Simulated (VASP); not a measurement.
# CO2 (Pa-3) in VASP: single point with PBE

Aim: the single point of CO2 with PBE.

Everything below comes from runs of VASP 6.6.1. Logs are shortened: lines on timing, memory, paths and dates and some standing lists are left out, and cuts for length are marked.

### Step 1. The cell of the first run

Symmetry: Pa-3, No. 205, cubic system. The conventional cell has a = 5.624 Å, b = 5.624 Å, c = 5.624 Å, α = 90.00°, β = 90.00°, γ = 90.00°. Within 1.6 Å of C (site symmetry -3) lie 2 O at 1.17 Å. O (site symmetry 3) has 1 C at 1.17 Å within 1.6 Å.

### Step 2. Single point, PBE

Contents of INCAR:

```
SYSTEM = CO2
PREC     = Accurate       ! precision mode
ENCUT    = 520            ! plane-wave cutoff, eV
EDIFF    = 1E-6           ! SCF threshold, eV
ISMEAR   = -1             ! smearing method
SIGMA    = 0.02           ! smearing width, eV
LREAL    = .FALSE.        ! projectors in reciprocal space
LASPH    = .TRUE.         ! aspherical terms in the spheres
NELM     = 60             ! most SCF steps
ALGO     = Normal         ! electronic algorithm
ISIF     = 2              ! what is computed and relaxed
LWAVE    = .FALSE.        ! write WAVECAR
LCHARG   = .FALSE.        ! write CHGCAR
GGA      = PE             ! functional
NBANDS   = 44             ! bands
```

Contents of KPOINTS:

```
Automatic mesh
0
G
  4 4 4
  0 0 0
```

Contents of POSCAR:

```
CO2
1.0
    5.6240000000      0.0000000000      0.0000000000
    0.0000000000      5.6240000000      0.0000000000
    0.0000000000      0.0000000000      5.6240000000
C O
4 8
Direct
    0.0000000000      0.0000000000      0.0000000000
    0.5000000000      0.0000000000      0.5000000000
    0.5000000000      0.5000000000      0.0000000000
    0.0000000000      0.5000000000      0.5000000000
    0.1199473948      0.1199473948      0.1199473948
    0.3800526052      0.8800526052      0.6199473948
    0.6199473948      0.3800526052      0.8800526052
    0.8800526052      0.6199473948      0.3800526052
    0.8800526052      0.8800526052      0.8800526052
    0.6199473948      0.1199473948      0.3800526052
    0.3800526052      0.6199473948      0.1199473948
    0.1199473948      0.3800526052      0.6199473948
```

Potentials or basis: VASP PAW PBE potentials, release 64 (C, O).

On the command line:

```
> cat potpaw_PBE.64/C/POTCAR potpaw_PBE.64/O/POTCAR > POTCAR
> mpirun -np 1 vasp_std > vasp.out
```

OUTCAR:

```text
SYSTEM = CO2
   PREC = Accurate
   ENCUT = 520
   EDIFF = 1E-6
   ISMEAR = -1
   LREAL = .FALSE.
   LASPH = .TRUE.
   NELM = 60
   ISIF = 2
   GGA = PE

 ion  position               nearest neighbor table
   1  0.000  0.000  0.000-   5 1.17   9 1.17
   2  0.500  0.000  0.500-   6 1.17  10 1.17
   3  0.500  0.500  0.000-   7 1.17  11 1.17
   4  0.000  0.500  0.500-   8 1.17  12 1.17
   5  0.120  0.120  0.120-   1 1.17
   6  0.380  0.880  0.620-   2 1.17
   7  0.620  0.380  0.880-   3 1.17
   8  0.880  0.620  0.380-   4 1.17
   9  0.880  0.880  0.880-   1 1.17
  10  0.620  0.120  0.380-   2 1.17
  11  0.380  0.620  0.120-   3 1.17
  12  0.120  0.380  0.620-   4 1.17

  LATTYP: Found a simple cubic cell.
 ALAT       =     5.6240000000

  Lattice vectors:

 A1 = (   5.6240000000,   0.0000000000,   0.0000000000)
 A2 = (   0.0000000000,   5.6240000000,   0.0000000000)
 A3 = (   0.0000000000,   0.0000000000,   5.6240000000)

Analysis of symmetry for initial positions (statically):
=====================================================================
 Subroutine PRICEL returns:
 Original cell was already a primitive cell.

 Routine SETGRP: Setting up the symmetry group for a
 simple cubic supercell.

 Subroutine GETGRP returns: Found 24 space group operations
 (whereof  6 operations were pure point group operations)
 out of a pool of 48 trial point group operations.

The static configuration has the point symmetry S_6 .
 The point group associated with its full space group is T_h .

Analysis of symmetry for dynamics (positions and initial velocities):
=====================================================================
 Subroutine PRICEL returns:
 Original cell was already a primitive cell.

 Routine SETGRP: Setting up the symmetry group for a
 simple cubic supercell.

 Subroutine GETGRP returns: Found 24 space group operations
 (whereof  6 operations were pure point group operations)
 out of a pool of 48 trial point group operations.

The dynamic configuration has the point symmetry S_6 .
 The point group associated with its full space group is T_h .

 Subroutine INISYM returns: Found 24 space group operations
 (whereof  6 operations are pure point group operations),
 and found     1 'primitive' translations

[... 108 lines left out ...]
   POTIM  = 0.5000    time-step for ionic-motion
   TEBEG  =    0.0;   TEEND  =   0.0 temperature during run
   PSTRESS=    0.0 pullay stress
   NELECT =      64.0000    total number of electrons
   NUPDOWN=      -1.0000    fix difference up-down
   EMIN   =  10.00;   EMAX   =-10.00  energy-range for DOS
   EFERMI =   0.00;   METHOD = LEGACY
   ISMEAR =    -1;   SIGMA  =   0.02  broadening in eV -4-tet -1-fermi 0-gaus
   EFERMI_NEDOS =   21; number of points for ismear=-14 and -15
   IALGO  =     38    algorithm
   IMIX   =      4    mixing-type and parameters
     AMIX     =   0.40;   BMIX     =  1.00
     AMIX_MAG =   1.60;   BMIX_MAG =  1.00
  volume/ion in A,a.u.               =      14.82       100.03
  Fermi-wavevector in a.u.,A,eV,Ry     =   1.164366  2.200333 18.446073  1.355748
  Thomas-Fermi vector in A             =   2.300905
   LORBIT       =      0    0 simple, 1 ext, 2 COOP (PROOUT), +10 PAW based schemes
   GGA     = PE    functional components
   LHFCALC =     F    Hartree Fock is set to
   AEXX    =    0.0000 exact exchange contribution
   IVDW    =     0    specifies the selected vdW correction
   LEPSILON=     F    determine dielectric tensor
   LRPA    =     F    only Hartree local field effects (RPA)
 non-spin polarized calculation
  energy-cutoff  :      520.00
  volume of cell :      177.88
 maximum number of plane-waves:      4828
 NGX is ok and might be reduce to    42
   NGX = 21   NGY = 21   NGZ = 21

 number of electron      63.9999950 magnetization

 Free energy of the ion-electron system (eV)
  ---------------------------------------------------
  ext. energy  EPLUGINS =         0.00000000
  ---------------------------------------------------
  free energy    TOTEN  =       -92.13146800 eV

  energy without entropy =      -92.13146800  energy(sigma->0) =      -92.13146800

 E-fermi :  -3.1982     XC(G=0):  -7.8351

 val. band max:       -3.6788304318   @ k =   0.0000   0.0000   0.0000
 cond. band min:       3.0893290641   @ k =   0.0000   0.0000   0.0000
 fundamental gap:      6.7681594959
 Fermi energy:        -3.1981594710

 k-point     1 :       0.0000    0.0000    0.0000
  band No.  band energies     occupation
      1     -24.2667      2.00000
      2     -24.0634      2.00000
      3     -24.0634      2.00000
      4     -24.0634      2.00000
      5     -23.1313      2.00000
      6     -23.1313      2.00000
[... 506 lines left out ...]
     43       5.9645      0.00000
     44       5.9645      0.00000

------------------------ aborting loop because EDIFF is reached ----------------------------------------

  FORCE on cell =-STRESS in cart. coord.  units (eV):
  Direction    XX          YY          ZZ          XY          YZ          ZX
  --------------------------------------------------------------------------------------
  -------------------------------------------------------------------------------------
  Total        3.1262055      3.1262055      3.1262055     -0.0000000     -0.0000000      0.0000000
  in kB       28.1573756     28.1573756     28.1573756     -0.0000000     -0.0000000      0.0000000
  external PRESSURE =      28.1573756 kB  Pullay stress =       0.0000000 kB

 VOLUME and BASIS-vectors are now :
 -----------------------------------------------------------------------------
  energy-cutoff  :      520.00
  volume of cell :      177.88
      direct lattice vectors                 reciprocal lattice vectors
     5.624000000  0.000000000  0.000000000     0.177809388  0.000000000  0.000000000
     0.000000000  5.624000000  0.000000000     0.000000000  0.177809388  0.000000000
     0.000000000  0.000000000  5.624000000     0.000000000  0.000000000  0.177809388

 POSITION                                       TOTAL-FORCE (eV/Angst)
 -----------------------------------------------------------------------------------
      0.00000      0.00000      0.00000        -0.000000      0.000000      0.000000
      2.81200      0.00000      2.81200        -0.000000      0.000000      0.000000
      2.81200      2.81200      0.00000        -0.000000      0.000000      0.000000
      0.00000      2.81200      2.81200        -0.000000      0.000000      0.000000
      0.67458      0.67458      0.67458         0.367655      0.367655      0.367655
      2.13742      4.94942      3.48658        -0.367655     -0.367655      0.367655
      3.48658      2.13742      4.94942         0.367655     -0.367655     -0.367655
      4.94942      3.48658      2.13742        -0.367655      0.367655     -0.367655
      4.94942      4.94942      4.94942        -0.367655     -0.367655     -0.367655
      3.48658      0.67458      2.13742         0.367655      0.367655     -0.367655
      2.13742      3.48658      0.67458        -0.367655      0.367655      0.367655
      0.67458      2.13742      3.48658         0.367655     -0.367655      0.367655
 -----------------------------------------------------------------------------------
    total drift:                                0.000000      0.000000     -0.000000

  FREE ENERGIE OF THE ION-ELECTRON SYSTEM (eV)
  ---------------------------------------------------
  free  energy   TOTEN  =       -92.1314679953 eV

  energy  without entropy=      -92.1314679953  energy(sigma->0) =      -92.13146800
```

Run time: 63 s. Hardware: 1 thread of AMD EPYC 9755, shared host; peak memory 0.23 GiB.

Results:

* Free energy: -92.1315 eV
* Pressure: 2.8 GPa
* Largest force: 0.637 eV/Å
* Band gap on the k mesh: 6.77 eV

Forces on the atoms (eV/Å):
```
C    0.000  0.000  0.000
C    0.000  0.000  0.000
C    0.000  0.000  0.000
C    0.000  0.000  0.000
O    0.368  0.368  0.368
O   -0.368 -0.368  0.368
O    0.368 -0.368 -0.368
O   -0.368  0.368 -0.368
O   -0.368 -0.368 -0.368
O    0.368  0.368 -0.368
O   -0.368  0.368  0.368
O    0.368 -0.368  0.368
```

Caveat: this functional lacks dispersion, which holds the molecules together, so the pressure and a relaxed volume are unreliable. A k mesh can miss the band edges.
